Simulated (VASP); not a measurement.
# Li2Cl3 (P-3m1) in VASP: notebook

The runs below take Li2Cl3 through single point, relaxation of cell and atoms, with PBE.

All numbers are computed with VASP 6.6.1; they aren't measurements. Logs are shortened: lines on timing, memory, paths and dates and some standing lists are left out, and cuts for length are marked.

**1. The cell of the first run**

It takes space group P-3m1 (No. 164, trigonal). Conventional cell: a = 3.793 Å, b = 3.793 Å, c = 7.890 Å, α = 90.00°, β = 90.00°, γ = 120.00°. Within 3.2 Å of Li (site symmetry 3m) lie 6 Cl at 2.41 to 2.73 Å. Within 3.6 Å of Cl (site symmetry -3m) lie 6 Li at 2.73 Å and 6 Cl at 3.42 Å. Within 3.2 Å of Cl (site symmetry 3m) lie 3 Li at 2.41 Å.

**2. Single point, PBE**

The input, INCAR:

```
SYSTEM = Li2Cl3
PREC = Accurate
ENCUT = 750
EDIFF = 1E-6
ISMEAR = 0
SIGMA = 0.1
LREAL = .FALSE.
LASPH = .TRUE.
NELM = 120
ALGO = Normal
ISIF = 2
LWAVE = .FALSE.
LCHARG = .TRUE.
GGA = PE
LELF = .TRUE.
LVHAR = .TRUE.
NBANDS = 22
GGA_COMPAT = .FALSE.
```

The input, KPOINTS:

```
regular mesh
0
G
  6 6 4
  0 0 0
```

The input, POSCAR:

```
Li2Cl3
1.0
    3.7933115873      0.0000000000      0.0000000000
   -1.8966557936      3.2851041991      0.0000000000
    0.0000000000      0.0000000000      7.8896429014
Li Cl
2 3
Direct
    0.3333333333      0.6666666667      0.2059033560
    0.6666666667      0.3333333333      0.7940966440
    0.0000000000      0.0000000000      0.0000000000
    0.3333333333      0.6666666667      0.6667373676
    0.6666666667      0.3333333333      0.3332626324
```

Potentials or basis: VASP PAW PBE potentials, release 64 (Li_sv, Cl).

On the command line:

```
$ cat potpaw_PBE.64/Li_sv/POTCAR potpaw_PBE.64/Cl/POTCAR > POTCAR
$ mpirun -np 1 vasp_std > vasp.out
```

OUTCAR:

```text
SYSTEM = Li2Cl3
   PREC = Accurate
   ENCUT = 750
   EDIFF = 1E-6
   ISMEAR = 0
   LREAL = .FALSE.
   LASPH = .TRUE.
   NELM = 120
   ISIF = 2
   GGA = PE

 ion  position               nearest neighbor table
   1  0.333  0.667  0.206-   5 2.41   5 2.41   5 2.41
   2  0.667  0.333  0.794-   4 2.41   4 2.41   4 2.41
   3  0.000  0.000  0.000-
   4  0.333  0.667  0.667-   2 2.41   2 2.41   2 2.41
   5  0.667  0.333  0.333-   1 2.41   1 2.41   1 2.41

  LATTYP: Found a hexagonal cell.
 ALAT       =     3.7933115873
 C/A-ratio  =     2.0798826355

  Lattice vectors:

 A1 = (   3.7933115873,   0.0000000000,   0.0000000000)
 A2 = (  -1.8966557936,   3.2851041991,   0.0000000000)
 A3 = (   0.0000000000,   0.0000000000,   7.8896429014)

Analysis of symmetry for initial positions (statically):
=====================================================================
 Subroutine PRICEL returns:
 Original cell was already a primitive cell.

 Routine SETGRP: Setting up the symmetry group for a
 hexagonal supercell.

 Subroutine GETGRP returns: Found 12 space group operations
 (whereof 12 operations were pure point group operations)
 out of a pool of 24 trial point group operations.

The static configuration has the point symmetry D_3d.

Analysis of symmetry for dynamics (positions and initial velocities):
=====================================================================
 Subroutine PRICEL returns:
 Original cell was already a primitive cell.

 Routine SETGRP: Setting up the symmetry group for a
 hexagonal supercell.

 Subroutine GETGRP returns: Found 12 space group operations
 (whereof 12 operations were pure point group operations)
 out of a pool of 24 trial point group operations.

The dynamic configuration has the point symmetry D_3d.

 Subroutine INISYM returns: Found 12 space group operations
 (whereof 12 operations are pure point group operations),
 and found     1 'primitive' translations

----------------------------------------------------------------------------------------

                                     Primitive cell

  volume of cell :      98.3162

  direct lattice vectors                    reciprocal lattice vectors
     3.793311587  0.000000000  0.000000000     0.263621898  0.152202174  0.000000000
    -1.896655794  3.285104199  0.000000000     0.000000000  0.304404347  0.000000000
     0.000000000  0.000000000  7.889642901     0.000000000  0.000000000  0.126748449

  length of vectors
     3.793311587  3.793311587  7.889642901     0.304404347  0.304404347  0.126748449

  position of ions in fractional coordinates (direct lattice)
     0.333333333  0.666666667  0.205903356
     0.666666667  0.333333333  0.794096644
     0.000000000  0.000000000  0.000000000
     0.333333333  0.666666667  0.666737368
     0.666666667  0.333333333  0.333262632

  ion indices of the primitive-cell ions
   primitive index   ion index
                 1           1
                 2           2
                 3           3
                 4           4
                 5           5

----------------------------------------------------------------------------------------

 KPOINTS: regular mesh

Automatic generation of k-mesh.
 Grid dimensions read from file:
 generate k-points for:    6    6    4

 Generating k-lattice:

  Cartesian coordinates                     Fractional coordinates (reciprocal lattice)
     0.043936983  0.025367029  0.000000000     0.166666667  0.000000000  0.000000000
     0.000000000  0.050734058  0.000000000     0.000000000  0.166666667  0.000000000
     0.000000000  0.000000000  0.031687112     0.000000000  0.000000000  0.250000000

  Length of vectors
     0.050734058  0.050734058  0.031687112

  Shift w.r.t. Gamma in fractional coordinates (k-lattice)
     0.000000000  0.000000000  0.000000000

 Subroutine IBZKPT returns following result:
 ===========================================

 Found     24 irreducible k-points:

 Following reciprocal coordinates:
            Coordinates               Weight
  0.000000  0.000000  0.000000      1.000000
  0.166667 -0.000000  0.000000      6.000000
  0.333333 -0.000000  0.000000      6.000000
  0.500000 -0.000000  0.000000      3.000000
  0.166667  0.166667  0.000000      6.000000
  0.333333  0.166667  0.000000     12.000000
[... 16 lines left out ...]
  0.333333  0.166667  0.500000     12.000000
  0.333333  0.333333  0.500000      2.000000
   k-points           NKPTS =     24   k-points in BZ     NKDIM =     24   number of bands    NBANDS=     22
   number of dos      NEDOS =    301   number of ions     NIONS =      5
   total plane-waves  NPLWV =  90720
   dimension x,y,z NGX =    36 NGY =   36 NGZ =   70
   dimension x,y,z NGXF=    72 NGYF=   72 NGZF=  140
   ions per type =               2   3
   NGX,Y,Z   is equivalent  to a cutoff of  15.78, 15.78, 14.75 a.u.
   NGXF,Y,Z  is equivalent  to a cutoff of  31.55, 31.55, 29.50 a.u.
 SYSTEM =  Li2Cl3
   PREC   = accura    normal or accurate (medium, high low for compatibility)
   ISTART =      0    job   : 0-new  1-cont  2-samecut
   ICHARG =      2    charge: 1-file 2-atom 10-const
   ISPIN  =      1    spin polarized calculation?
   LNONCOLLINEAR =      F non collinear calculations
   LSORBIT =      F    spin-orbit coupling
   LASPH  =      T    aspherical Exc in radial PAW
   ENCUT  =  750.0 eV  55.12 Ry    7.42 a.u.   8.47  8.47 17.62*2*pi/ulx,y,z
   NELM   =    120;   NELMIN=  2; NELMDL= -5     # of ELM steps
   EDIFF  = 0.1E-05   stopping-criterion for ELM
   LREAL  =      F    real-space projection
   EDIFFG = 0.1E-04   stopping-criterion for IOM
   NSW    =      0    number of steps for IOM
   IBRION =     -1    ionic relax: 0-MD 1-quasi-New 2-CG
   NFREE  =      0    steps in history (QN), initial steepest desc. (CG)
   ISIF   =      2    stress and relaxation
   ISYM   =      2    0-nonsym 1-usesym 2-fastsym
   POTIM  = 0.5000    time-step for ionic-motion
   TEBEG  =    0.0;   TEEND  =   0.0 temperature during run
   PSTRESS=    0.0 pullay stress
   NELECT =      27.0000    total number of electrons
   NUPDOWN=      -1.0000    fix difference up-down
   EMIN   =  10.00;   EMAX   =-10.00  energy-range for DOS
   EFERMI =   0.00;   METHOD = LEGACY
   ISMEAR =     0;   SIGMA  =   0.10  broadening in eV -4-tet -1-fermi 0-gaus
   EFERMI_NEDOS =   21; number of points for ismear=-14 and -15
   IALGO  =     38    algorithm
   IMIX   =      4    mixing-type and parameters
     AMIX     =   0.40;   BMIX     =  1.00
     AMIX_MAG =   1.60;   BMIX_MAG =  1.00
  volume/ion in A,a.u.               =      19.66       132.69
  Fermi-wavevector in a.u.,A,eV,Ry     =   1.064113  2.010882 15.406373  1.132336
  Thomas-Fermi vector in A             =   2.199621
   LORBIT       =      0    0 simple, 1 ext, 2 COOP (PROOUT), +10 PAW based schemes
   GGA     = PE    functional components
   LHFCALC =     F    Hartree Fock is set to
   AEXX    =    0.0000 exact exchange contribution
   IVDW    =     0    specifies the selected vdW correction
   LEPSILON=     F    determine dielectric tensor
   LRPA    =     F    only Hartree local field effects (RPA)
 non-spin polarized calculation
 Gauss-broadening in eV      SIGMA  =   0.10
  energy-cutoff  :      750.00
  volume of cell :       98.32
 maximum number of plane-waves:      4637
 NGX is ok and might be reduce to    36
   NGX = 17   NGY = 17   NGZ = 35

 number of electron      26.9999999 magnetization

 Free energy of the ion-electron system (eV)
  ---------------------------------------------------
  ext. energy  EPLUGINS =         0.00000000
  ---------------------------------------------------
  free energy    TOTEN  =       -15.50399542 eV

  energy without entropy =      -15.47439357  energy(sigma->0) =      -15.48919450

 E-fermi :  -0.1516     XC(G=0):  -8.4065

 val. band max:       -0.1608502754   @ k =   0.1667  -0.0000   0.5000
 cond. band min:      -0.1289118809   @ k =   0.3333   0.1667   0.2500
 fundamental gap:      0.0319383945
 Fermi energy:        -0.1515970732

 k-point     1 :       0.0000    0.0000    0.0000
  band No.  band energies     occupation
      1     -43.5409      2.00000
      2     -43.5404      2.00000
      3     -13.6966      2.00000
      4     -13.0458      2.00000
      5     -12.9496      2.00000
      6      -2.3493      2.00000
[... 14 lines left out ...]
     21      10.3573      0.00000
     22      11.4755      0.00000

 k-point     2 :       0.1667   -0.0000    0.0000
  band No.  band energies     occupation
      1     -43.5405      2.00000
      2     -43.5401      2.00000
      3     -13.5979      2.00000
      4     -13.0028      2.00000
      5     -12.9129      2.00000
      6      -2.3610      2.00000
[... 14 lines left out ...]
     21      10.8970      0.00000
     22      10.9190      0.00000

 k-point     3 :       0.3333   -0.0000    0.0000
  band No.  band energies     occupation
      1     -43.5399      2.00000
      2     -43.5396      2.00000
      3     -13.3599      2.00000
      4     -12.9482      2.00000
      5     -12.8355      2.00000
      6      -2.6441      2.00000
[... 14 lines left out ...]
     21      10.7699      0.00000
     22      11.3929      0.00000
[... 476 lines left out ...]
 k-point    23 :       0.3333    0.1667    0.5000
  band No.  band energies     occupation
      1     -43.5395      2.00000
      2     -43.5393      2.00000
      3     -13.1888      2.00000
      4     -12.9633      2.00000
      5     -12.8011      2.00000
      6      -2.7438      2.00000
[... 14 lines left out ...]
     21      11.1064      0.00000
     22      11.5581      0.00000

 k-point    24 :       0.3333    0.3333    0.5000
  band No.  band energies     occupation
      1     -43.5393      2.00000
      2     -43.5393      2.00000
      3     -13.1002      2.00000
      4     -12.8783      2.00000
      5     -12.8783      2.00000
      6      -2.6630      2.00000
[... 14 lines left out ...]
     21      11.3098      0.00000
     22      11.4190      0.00000

------------------------ aborting loop because EDIFF is reached ----------------------------------------

  FORCE on cell =-STRESS in cart. coord.  units (eV):
  Direction    XX          YY          ZZ          XY          YZ          ZX
  --------------------------------------------------------------------------------------
  -------------------------------------------------------------------------------------
  Total        0.1095096      0.1095096      0.1063010      0.0000000      0.0000000      0.0000000
  in kB        1.7845871      1.7845871      1.7322991      0.0000000      0.0000000      0.0000000
  external PRESSURE =       1.7671578 kB  Pullay stress =       0.0000000 kB

 VOLUME and BASIS-vectors are now :
 -----------------------------------------------------------------------------
  energy-cutoff  :      750.00
  volume of cell :       98.32
      direct lattice vectors                 reciprocal lattice vectors
     3.793311587  0.000000000  0.000000000     0.263621898  0.152202174  0.000000000
    -1.896655794  3.285104199  0.000000000     0.000000000  0.304404347  0.000000000
     0.000000000  0.000000000  7.889642901     0.000000000  0.000000000  0.126748449

 POSITION                                       TOTAL-FORCE (eV/Angst)
 -----------------------------------------------------------------------------------
     -0.00000      2.19007      1.62450        -0.000000     -0.000000     -0.010307
      1.89666      1.09503      6.26514         0.000000      0.000000      0.010307
      0.00000      0.00000      0.00000        -0.000000      0.000000      0.000000
     -0.00000      2.19007      5.26032         0.000000      0.000000      0.017209
      1.89666      1.09503      2.62932        -0.000000     -0.000000     -0.017209
 -----------------------------------------------------------------------------------
    total drift:                                0.000000     -0.000000      0.000000

  FREE ENERGIE OF THE ION-ELECTRON SYSTEM (eV)
  ---------------------------------------------------
  free  energy   TOTEN  =       -15.5039954167 eV

  energy  without entropy=      -15.4743935739  energy(sigma->0) =      -15.48919450
```

Wall time 80 s (1 thread of Intel Xeon Platinum 8124M at 3.00GHz (Skylake/Cascade Lake), shared host); peak memory 0.31 GiB.

What came out:

```yaml
Free_energy: -15.5040 eV
Pressure: 0.2 GPa
Largest_force: 0.017 eV/Å
Band_gap_on_the_k_mesh: zero (an odd number of electrons rules out a gap without spin polarisation)
```

Forces on the atoms (eV/Å):
```
Li   0.000  0.000 -0.010
Li   0.000  0.000  0.010
Cl   0.000  0.000  0.000
Cl   0.000  0.000  0.017
Cl   0.000  0.000 -0.017
```

Caveat: an odd number of electrons without spin polarisation forces a metal; a magnetic or distorted state may lie lower.

(Continued in part 2 of 2.)
